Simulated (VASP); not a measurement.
Here is a VASP 6.6.1 calculation.

Contents of INCAR:

```
SYSTEM = Al9H
ALGO     = Normal         ! electronic algorithm
DIPOL    = 0.5 0.5 0.421
EDIFF    = 1E-6           ! SCF threshold, eV
EDIFFG   = -0.025         ! ionic threshold
ENCUT    = 520            ! plane-wave cutoff, eV
GGA      = PE             ! functional
IBRION   = 2              ! ionic algorithm
IDIPOL   = 3            
ISIF     = 2              ! what is computed and relaxed
ISMEAR   = 0              ! smearing method
LASPH    = .TRUE.         ! aspherical terms in the spheres
LCHARG   = .FALSE.        ! write CHGCAR
LDIPOL   = .TRUE.       
LREAL    = .FALSE.        ! projectors in reciprocal space
LWAVE    = .FALSE.        ! write WAVECAR
NELM     = 60             ! most SCF steps
NSW      = 50             ! ionic steps
PREC     = Accurate       ! precision mode
SIGMA    = 0.1            ! smearing width, eV
```

File KPOINTS:

```
k-points
0
G
  9 9 1
  0 0 0
```

Contents of POSCAR:

```
Al9H
1.0
    2.8535431556      0.0000000000      0.0000000000
   -1.4267715778      2.4712408635      0.0000000000
    0.0000000000      0.0000000000     34.2605580981
Al H
9 1
Selective dynamics
Direct
    0.3333333333      0.6666666667      0.1167523304  F F F
    0.0000000000      0.0000000000      0.1852090274  F F F
    0.6666666667      0.3333333333      0.2536657244  F F F
    0.0000000000      0.0000000000      0.3221224214  F F F
    0.3333333333      0.6666666667      0.3899858430  F F F
    0.0000000000      0.0000000000      0.4578168584  F F F
    0.6666666667      0.3333333333      0.5268325047  F F F
    0.0000000000      0.0000000000      0.5950901730  F F F
    0.3333333333      0.6666666667      0.6643370500  T T T
    1.1666666667      0.8333333333      0.7001762908  F F T
```

Potentials or basis: VASP PAW PBE potentials, release 64 (Al, H).

Run with:

```console
$ cat potpaw_PBE.64/Al/POTCAR potpaw_PBE.64/H/POTCAR > POTCAR
$ mpirun -np 1 vasp_std > vasp.out
```

Problem. What does it give for the energy gained by relaxing?

Solution. 22.8 meV/atom.

The path:
```csv
step,energy change (eV),largest force on free atoms (eV/Å),pressure (GPa)
1,0.0000,2.5195,0.53
2,-0.1762,0.3736,-0.14
3,-0.1834,0.0421,-0.06
4,-0.1834,0.0498,-0.06
5,-0.1836,0.0316,-0.06
6,-0.1837,0.0715,-0.05
7,-0.1837,0.0704,-0.04
8,-0.1840,0.0671,-0.04
9,-0.1844,0.0618,-0.04
10,-0.1851,0.0489,-0.02
11,-0.1860,0.0311,0.00
12,-0.1860,0.0973,0.04
13,-0.1864,0.0522,0.02
14,-0.1867,0.0566,0.03
15,-0.1867,0.0664,0.03
16,-0.1869,0.0634,0.02
17,-0.1874,0.0536,0.01
18,-0.1886,0.0402,-0.02
19,-0.1920,0.0697,-0.08
20,-0.2058,0.1630,-0.17
21,-0.2220,0.1649,-0.11
22,-0.2218,0.1435,-0.20
23,-0.2276,0.0338,-0.18
24,-0.2277,0.0126,-0.17
```

Caveat: the highest band is partly filled, so the run has too few bands.
